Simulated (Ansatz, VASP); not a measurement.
**Two plane-wave programs on Sc2Al**

File POSCAR:

```
Sc2Al
1.0
   -1.8564911907      1.8564911907      4.5542049521
    1.8564911907     -1.8564911907      4.5542049521
    1.8564911907      1.8564911907     -4.5542049521
Sc Al
2 1
Direct
    0.6650000000      0.6650000000      0.0000000000
    0.3350000000      0.3350000000      0.0000000000
    0.0000000000      0.0000000000      0.0000000000
```

Contents of INCAR.step1:

```
  PREC = Accurate
  ENCUT = 520
  ISMEAR = 0
  SIGMA = 0.1
  LREAL = F
  LASPH = T
  NELM = 60
  NBANDS = 20
  GGA = PE
  ALGO = Normal
  EDIFF = 1E-4
  LWAVE = T
  LCHARG = F
```

INCAR.step2

```
  PREC = Accurate
  ENCUT = 520
  EDIFF = 1E-6
  ISMEAR = 0
  SIGMA = 0.1
  LREAL = F
  LASPH = T
  NELM = 60
  ALGO = Normal
  ISIF = 2
  LWAVE = F
  LCHARG = F
  METAGGA = R2SCAN
  LMIXTAU = T
  NBANDS = 20
  ISTART = 1
```

Contents of KPOINTS:

```
Automatic mesh
0
Gamma
  6 6 6
```

Input for Ansatz:

```yaml
crystal:
  lattice:
    - [-1.8564911907, 1.8564911907, 4.5542049521]
    - [1.8564911907, -1.8564911907, 4.5542049521]
    - [1.8564911907, 1.8564911907, -4.5542049521]
  atoms:
    - { symbol: Sc, position: [0.665, 0.665, 0.0] }
    - { symbol: Sc, position: [0.335, 0.335, 0.0] }
    - { symbol: Al, position: [0.0, 0.0, 0.0] }
basis:
  ecutwfc: 500
kpoints:
  mp_grid: { grid: [6, 6, 6] }
hamiltonian:
  xc: r2scan
scf:
  occupations: { method: gaussian, width: 0.1 }
  lower_state_search: "off"
output:
  forces: true
  stress: true
  eigenvalues: true
```

Alike in both runs: task single point; functional r2SCAN; k mesh 6 × 6 × 6; occupations gaussian, width 0.1 eV; no spin polarisation.

```csv
,VASP,Ansatz
version,VASP 6.6.1,Ansatz 0.2.0
potentials or method,"VASP PAW PBE potentials, release 64 (Sc_sv, Al), cutoff 520 eV","scalar-relativistic, plane waves, PAW"
valence electrons in the cell,25,25
```

|  | VASP | Ansatz | Ansatz less VASP |
| --- | --- | --- | --- |
| gap on the k mesh at the Fermi level (eV) | none | none | - |
| pressure (GPa) | 1.3 | 1.1 | -0.19 |
| traceless stress, the component that is largest in VASP (GPa) | 2.96 | 2.98 | +0.016 |
| rms of the force components (eV/Å) | 0.122 | 0.120 | -0.0020 |

VASP's potentials were made for PBE, not for r2SCAN. Atom by atom the forces differ by 0.002 eV/Å (rms over components). A gap of «none» marks a metal or a gap that the smearing closes.

The k mesh is coarse, so the values compare programs but aren't converged.
